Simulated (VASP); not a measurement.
# AlN (P6_3mc) in VASP: notebook, part 2 of 2

VASP 6.6.1. The steps go on from the part before.

### Step 3. Single point, PBEsol (strain +0.040 along x and y, +0.000 along z)

INCAR

```
PREC     = Accurate       # precision mode
ENCUT    = 600            # plane-wave cutoff, eV
EDIFF    = 1E-6           # SCF threshold, eV
ISMEAR   = 0              # smearing method
SIGMA    = 0.05           # smearing width, eV
LREAL    = False          # projectors in reciprocal space
LASPH    = True           # aspherical terms in the spheres
NELM     = 120            # most SCF steps
ALGO     = Normal         # electronic algorithm
ISIF     = 2              # what is computed and relaxed
LWAVE    = False          # write WAVECAR
LCHARG   = False          # write CHGCAR
GGA      = PS             # functional
NBANDS   = 16             # bands
GGA_COMPAT= False
```

KPOINTS

```
regular mesh
0
Gamma
  12 12 6
```

POSCAR

```
AlN
1.0
    3.2382403522      0.0000000000      0.0000000000
   -1.6191201761      2.8043984086      0.0000000000
    0.0000000000      0.0000000000      4.9834165464
Al N
2 2
Direct
    0.3333333333      0.6666666667      0.0015080761
    0.6666666667      0.3333333333      0.5015080761
    0.3333333333      0.6666666667      0.3834919239
    0.6666666667      0.3333333333      0.8834919239
```

Potentials or basis: VASP PAW PBE potentials, release 64 (Al, N).

The run is started by

```bash
$ cat potpaw_PBE.64/Al/POTCAR potpaw_PBE.64/N/POTCAR > POTCAR
$ mpirun -np 1 vasp_std > vasp.out
```

OUTCAR:

```text
PREC = Accurate
   ENCUT = 600
   EDIFF = 1E-6
   ISMEAR = 0
   LREAL = False
   LASPH = True
   NELM = 120
   ISIF = 2
   GGA = PS

 ion  position               nearest neighbor table
   1  0.333  0.667  0.002-   3 1.90   4 1.96   4 1.96   4 1.96   2 3.12   2 3.12   2 3.12   2 3.12
                             2 3.12   2 3.12
   2  0.667  0.333  0.502-   4 1.90   3 1.96   3 1.96   3 1.96   1 3.12   1 3.12   1 3.12   1 3.12
                             1 3.12   1 3.12
   3  0.333  0.667  0.383-   1 1.90   2 1.96   2 1.96   2 1.96
   4  0.667  0.333  0.883-   2 1.90   1 1.96   1 1.96   1 1.96

  LATTYP: Found a hexagonal cell.
 ALAT       =     3.2382403522
 C/A-ratio  =     1.5389273199

  Lattice vectors:

 A1 = (   3.2382403522,   0.0000000000,   0.0000000000)
 A2 = (  -1.6191201761,   2.8043984086,   0.0000000000)
 A3 = (   0.0000000000,   0.0000000000,   4.9834165464)

Analysis of symmetry for initial positions (statically):
=====================================================================
 Subroutine PRICEL returns:
 Original cell was already a primitive cell.

[... 179 lines left out ...]
 cond. band min:       8.7739529570   @ k =   0.0000   0.0000   0.0000
 fundamental gap:      3.3540857716
 Fermi energy:         5.6929129176

 k-point     1 :       0.0000    0.0000    0.0000
  band No.  band energies     occupation
      1      -9.3848      2.00000
      2      -7.2858      2.00000
      3      -0.2810      2.00000
      4       4.3405      2.00000
      5       4.3405      2.00000
      6       5.0870      2.00000
[... 433 lines left out ...]
      3       0.5830      2.00000
      4       1.5615      2.00000
      5       2.1895      2.00000
      6       3.4854      2.00000
[... 8 lines left out ...]
     15      16.9901      0.00000
     16      18.4954      0.00000

 [... further k-points ...]

------------------------ aborting loop because EDIFF is reached ----------------------------------------

  FORCE on cell =-STRESS in cart. coord.  units (eV):
  Direction    XX          YY          ZZ          XY          YZ          ZX
  --------------------------------------------------------------------------------------
  -------------------------------------------------------------------------------------
  Total       -5.1509789     -5.1509789     -1.3356717      0.0000000      0.0000000      0.0000000
  in kB     -182.3578125   -182.3578125    -47.2861902      0.0000000      0.0000000      0.0000000
  external PRESSURE =    -137.3339384 kB  Pullay stress =       0.0000000 kB

 VOLUME and BASIS-vectors are now :
 -----------------------------------------------------------------------------
  energy-cutoff  :      600.00
  volume of cell :       45.26
      direct lattice vectors                 reciprocal lattice vectors
     3.238240352  0.000000000  0.000000000     0.308809690  0.178291358  0.000000000
    -1.619120176  2.804398409  0.000000000     0.000000000  0.356582716  0.000000000
     0.000000000  0.000000000  4.983416546     0.000000000  0.000000000  0.200665546

 POSITION                                       TOTAL-FORCE (eV/Angst)
 -----------------------------------------------------------------------------------
     -0.00000      1.86960      0.00752         0.000000      0.000000     -0.333999
      1.61912      0.93480      2.49922         0.000000     -0.000000     -0.333999
     -0.00000      1.86960      1.91110         0.000000     -0.000000      0.333999
      1.61912      0.93480      4.40281        -0.000000      0.000000      0.333999
 -----------------------------------------------------------------------------------
    total drift:                               -0.000000      0.000000     -0.000704

  FREE ENERGIE OF THE ION-ELECTRON SYSTEM (eV)
  ---------------------------------------------------
  free  energy   TOTEN  =       -31.1095553375 eV

  energy  without entropy=      -31.1095553375  energy(sigma->0) =      -31.10955534
```

OSZICAR:

```text
N       E                     dE             d eps       ncg     rms          rms(c)
DAV:   1     0.463347465564E+02    0.46335E+02   -0.78833E+03  2432   0.100E+03
DAV:   2    -0.311469721012E+02   -0.77482E+02   -0.70663E+02  3424   0.201E+02
DAV:   3    -0.352666237844E+02   -0.41197E+01   -0.41041E+01  3192   0.488E+01
DAV:   4    -0.352947150560E+02   -0.28091E-01   -0.28090E-01  2928   0.437E+00
DAV:   5    -0.352950930000E+02   -0.37794E-03   -0.37794E-03  3168   0.502E-01    0.112E+01
DAV:   6    -0.311533487644E+02    0.41417E+01   -0.94787E+00  3040   0.229E+01    0.397E+00
DAV:   7    -0.311485657609E+02    0.47830E-02   -0.58193E-01  2528   0.540E+00    0.276E+00
DAV:   8    -0.311151055339E+02    0.33460E-01   -0.86017E-02  2784   0.264E+00    0.720E-01
DAV:   9    -0.311092335343E+02    0.58720E-02   -0.14172E-02  3224   0.938E-01    0.270E-01
DAV:  10    -0.311096696665E+02   -0.43613E-03   -0.19059E-03  2744   0.291E-01    0.174E-01
DAV:  11    -0.311095548721E+02    0.11479E-03   -0.19225E-04  2888   0.108E-01    0.341E-02
DAV:  12    -0.311095553375E+02   -0.46548E-06   -0.85352E-06  2888   0.245E-02
   1 F= -.31109555E+02 E0= -.31109555E+02  d E =-.365319E-17
```

stdout:

```text
POSCAR found type information on POSCAR AlN
 POSCAR found :  2 types and       4 ions
 scaLAPACK will be used
 -----------------------------------------------------------------------------
|                                                                             |
|                                                                             |
|     You enforced a specific xc type in the INCAR file but a different       |
|     I HOPE YOU KNOW WHAT YOU ARE DOING!                                     |
|                                                                             |
 -----------------------------------------------------------------------------

 LDA part: xc-table for (Slater+PW92), standard interpolation
 POSCAR, INCAR and KPOINTS ok, starting setup
 FFT: planning ... GRIDC
 FFT: planning ... GRID_SOFT
 FFT: planning ... GRID
 WAVECAR not read
 entering main loop
```

Wall time 21 s (1 thread of Intel Xeon 6975P-C (Granite Rapids), shared host); peak memory 0.2 GiB.

What came out:

```
Free energy            : -31.1096 eV
Pressure               : -13.7 GPa
Largest force          : 0.334 eV/Å
Band gap on the k mesh : 3.35 eV
```

Forces on the atoms (eV/Å):
```
Al   0.000  0.000 -0.334
Al   0.000  0.000 -0.334
N    0.000  0.000  0.334
N    0.000  0.000  0.334
```

Levels at points of the mesh, in eV from the valence-band top:
```tsv
k point	band 4	band 5	band 6	band 7	band 8	band 9	band 10	band 11	band 12	band 13
(0.00, 0.00, 0.00)	-1.08	-1.08	-0.33	-0.33	0.00	3.35	5.45	9.97	10.03	10.03
(0.50, 0.00, 0.00)	-3.98	-3.31	-2.25	-1.79	-0.73	5.11	5.64	7.31	9.52	10.12
(0.00, 0.00, 0.50)	-3.20	-0.72	-0.72	-0.72	-0.72	5.48	5.48	9.65	9.65	10.35
(0.50, 0.00, 0.50)	-5.48	-1.58	-1.58	-1.31	-1.31	4.90	4.90	8.64	8.64	10.83
```

Caveat: the cell differs from its parent crystal (strain +0.040 along x and y, +0.000 along z); the cell stands under tension; the PAW data sets were made with another functional, which shifts forces and pressure a little.

### Step 4. Single point, PBEsol (strain +0.080 along x and y, -0.040 along z)

INCAR

```
ALGO = Normal
EDIFF = 1E-6
ENCUT = 600
GGA = PS
GGA_COMPAT = F
ISIF = 2
ISMEAR = 0
LASPH = T
LCHARG = F
LREAL = F
LWAVE = F
NBANDS = 16
NELM = 120
PREC = Accurate
SIGMA = 0.05
```

KPOINTS

```
k-points
0
Gamma
  12 12 6
```

POSCAR

```
AlN
1.0
    3.3627880581      0.0000000000      0.0000000000
   -1.6813940290      2.9122598858      0.0000000000
    0.0000000000      0.0000000000      4.7840798845
Al N
2 2
Direct
    0.3333333333      0.6666666667      0.0015080761
    0.6666666667      0.3333333333      0.5015080761
    0.3333333333      0.6666666667      0.3834919239
    0.6666666667      0.3333333333      0.8834919239
```

The run is started by

```bash
$ cat potpaw_PBE.64/Al/POTCAR potpaw_PBE.64/N/POTCAR > POTCAR
$ mpirun -np 1 vasp_std > vasp.out
```

Run time: 23 s. Hardware: 1 thread of Intel Xeon 6975P-C (Granite Rapids), shared host; peak memory 0.2 GiB.

Results (log left out):

* Free energy: -30.5784 eV
* Pressure: -16.2 GPa
* Largest force: 1.298 eV/Å
* Band gap on the k mesh: 2.93 eV

Forces in eV/Å, atoms in the order of the input:
```
Al   0.000  0.000 -1.298
Al   0.000  0.000 -1.298
N    0.000  0.000  1.298
N    0.000  0.000  1.298
```

Stress tensor (GPa, compression positive):
```
-28.36   0.00   0.00
  0.00 -28.36   0.00
  0.00   0.00   8.11
```

Levels at points of the mesh, in eV from the valence-band top:
| k point | band 5 | band 6 | band 7 | band 8 | band 9 | band 10 | band 11 | band 12 |
| --- | --- | --- | --- | --- | --- | --- | --- | --- |
| (0.00, 0.00, 0.00) | -1.42 | -0.43 | -0.43 | 0.00 | 2.93 | 4.51 | 9.12 | 9.12 |
| (0.50, 0.00, 0.00) | -3.31 | -2.54 | -1.83 | -0.68 | 4.55 | 5.92 | 6.94 | 9.07 |
| (0.00, 0.00, 0.50) | -0.94 | -0.94 | -0.94 | -0.94 | 4.90 | 4.90 | 9.43 | 9.43 |
| (0.50, 0.00, 0.50) | -1.74 | -1.74 | -1.16 | -1.16 | 4.83 | 4.83 | 8.61 | 8.61 |

Caveat: the cell differs from its parent crystal (strain +0.080 along x and y, -0.040 along z); the cell stands under tension; the PAW data sets were made with another functional, which shifts forces and pressure a little. A k mesh can miss the band edges.

### Step 5. Single point, PBEsol (strain +0.040 along x and y, +0.040 along z)

INCAR

```
PREC = Accurate
ENCUT = 600
EDIFF = 1E-6
ISMEAR = 0
SIGMA = 0.05
LREAL = F
LASPH = T
NELM = 120
ALGO = Normal
ISIF = 2
LWAVE = F
LCHARG = F
GGA = PS
NBANDS = 16
GGA_COMPAT = F
```

KPOINTS

```
Automatic mesh
0
Gamma
  12 12 6
```

POSCAR

```
AlN
1.0
    3.2382403522      0.0000000000      0.0000000000
   -1.6191201761      2.8043984086      0.0000000000
    0.0000000000      0.0000000000      5.1827532083
Al N
2 2
Direct
    0.3333333333      0.6666666667      0.0015080761
    0.6666666667      0.3333333333      0.5015080761
    0.3333333333      0.6666666667      0.3834919239
    0.6666666667      0.3333333333      0.8834919239
```

The run is started by

```bash
$ cat potpaw_PBE.64/Al/POTCAR potpaw_PBE.64/N/POTCAR > POTCAR
$ mpirun -np 1 vasp_std > vasp.out
```

It took 30 s on 1 thread of Intel Xeon 6975P-C (Granite Rapids), shared host; peak memory 0.2 GiB.

The run converged. Its results:

| Property | Result |
| --- | --- |
| Free energy | -30.9787 eV |
| Pressure | -19.0 GPa |
| Largest force | 0.040 eV/Å |
| Band gap on the k mesh | 3.12 eV |

Forces on the atoms (eV/Å):
```
Al   0.000  0.000  0.040
Al   0.000  0.000  0.040
N    0.000  0.000 -0.040
N    0.000  0.000 -0.040
```

Stress tensor (GPa, compression positive):
```
-19.43   0.00   0.00
  0.00 -19.43   0.00
  0.00   0.00 -18.15
```

Levels at points of the mesh, in eV from the valence-band top:
| k point | band 4 | band 5 | band 6 | band 7 | band 8 | band 9 | band 10 | band 11 | band 12 | band 13 |
| --- | --- | --- | --- | --- | --- | --- | --- | --- | --- | --- |
| (0.00, 0.00, 0.00) | -0.82 | -0.82 | -0.20 | -0.20 | 0.00 | 3.12 | 5.56 | 9.58 | 10.18 | 10.18 |
| (0.50, 0.00, 0.00) | -3.95 | -3.11 | -1.95 | -1.64 | -0.67 | 5.27 | 5.41 | 7.09 | 9.31 | 10.12 |
| (0.00, 0.00, 0.50) | -3.18 | -0.52 | -0.52 | -0.52 | -0.52 | 5.39 | 5.39 | 9.28 | 9.28 | 10.50 |
| (0.50, 0.00, 0.50) | -5.22 | -1.38 | -1.38 | -1.27 | -1.27 | 4.78 | 4.78 | 8.40 | 8.40 | 10.44 |

Caveat: the cell differs from its parent crystal (strain +0.040 along x and y, +0.040 along z); the cell stands under tension; the PAW data sets were made with another functional, which shifts forces and pressure a little.

### Step 6. Single point, PBEsol (strain +0.080 along x and y, +0.000 along z)

INCAR

```
SYSTEM = AlN
PREC = Accurate ; ENCUT = 600
EDIFF = 1E-6 ; ISMEAR = 0
SIGMA = 0.05 ; LREAL = .FALSE.
LASPH = .TRUE. ; NELM = 120
ALGO = Normal ; ISIF = 2
LWAVE = .FALSE. ; LCHARG = .FALSE.
GGA = PS ; NBANDS = 16
GGA_COMPAT = .FALSE.
```

KPOINTS

```
Automatic mesh
0
G
  12 12 6
  0 0 0
```

POSCAR

```
AlN
1.0
    3.3627880581      0.0000000000      0.0000000000
   -1.6813940290      2.9122598858      0.0000000000
    0.0000000000      0.0000000000      4.9834165464
Al N
2 2
Direct
    0.3333333333      0.6666666667      0.0015080761
    0.6666666667      0.3333333333      0.5015080761
    0.3333333333      0.6666666667      0.3834919239
    0.6666666667      0.3333333333      0.8834919239
```

Potentials or basis: VASP PAW PBE potentials, release 64 (Al, N).

The run is started by

```bash
$ cat potpaw_PBE.64/Al/POTCAR potpaw_PBE.64/N/POTCAR > POTCAR
$ mpirun -np 1 vasp_std > vasp.out
```

Wall time 27 s (1 thread of Intel Xeon 6975P-C (Granite Rapids), shared host); peak memory 0.2 GiB.

Results (log left out):

| Property | Result |
| --- | --- |
| Free energy | -30.5751 eV |
| Pressure | -22.4 GPa |
| Largest force | 0.489 eV/Å |
| Band gap on the k mesh | 2.69 eV |

Forces on the atoms (eV/Å):
```
Al   0.000  0.000 -0.489
Al   0.000  0.000 -0.489
N    0.000  0.000  0.489
N    0.000  0.000  0.489
```

Stress tensor (GPa, compression positive):
```
-29.47   0.00   0.00
  0.00 -29.47   0.00
  0.00   0.00  -8.19
```

Levels at points of the mesh, in eV from the valence-band top:
| k point | band 5 | band 6 | band 7 | band 8 | band 9 | band 10 | band 11 | band 12 |
| --- | --- | --- | --- | --- | --- | --- | --- | --- |
| (0.00, 0.00, 0.00) | -1.19 | -0.36 | -0.36 | 0.00 | 2.69 | 4.55 | 9.21 | 9.21 |
| (0.50, 0.00, 0.00) | -3.19 | -2.29 | -1.74 | -0.69 | 4.65 | 5.59 | 6.71 | 8.86 |
| (0.00, 0.00, 0.50) | -0.79 | -0.79 | -0.79 | -0.79 | 4.75 | 4.75 | 9.21 | 9.21 |
| (0.50, 0.00, 0.50) | -1.59 | -1.59 | -1.19 | -1.19 | 4.66 | 4.66 | 8.24 | 8.24 |

Caveat: the cell differs from its parent crystal (strain +0.080 along x and y, +0.000 along z); the cell stands under tension; the PAW data sets were made with another functional, which shifts forces and pressure a little.

### Step 7. Overview

| cell | gap on the mesh (eV) | pressure (GPa) | largest force (eV/Å) |
| --- | --- | --- | --- |
| a = 3.363, b = 3.363, c = 4.585 Å, angles 90.0, 90.0, 120.0°, 4 atoms | 3.20 | -7.5 | 2.65 |
| a = 3.238, b = 3.238, c = 4.983 Å, angles 90.0, 90.0, 120.0°, 4 atoms | 3.35 | -13.7 | 0.33 |
| a = 3.363, b = 3.363, c = 4.784 Å, angles 90.0, 90.0, 120.0°, 4 atoms | 2.93 | -16.2 | 1.30 |
| a = 3.238, b = 3.238, c = 5.183 Å, angles 90.0, 90.0, 120.0°, 4 atoms | 3.12 | -19.0 | 0.04 |
| a = 3.363, b = 3.363, c = 4.983 Å, angles 90.0, 90.0, 120.0°, 4 atoms | 2.69 | -22.4 | 0.49 |

Alike in all rows: task single point; level PBEsol; potentials or basis VASP PAW PBE potentials, release 64 (Al, N); no spin polarisation; k mesh 12 × 12 × 6; cutoff (eV) 600; smearing gaussian 0.05 eV.

Caveats: the cell stands under tension; the PAW data sets were made with another functional, which shifts forces and pressure a little.

Absolute energies hang on the potentials; compare differences alone.
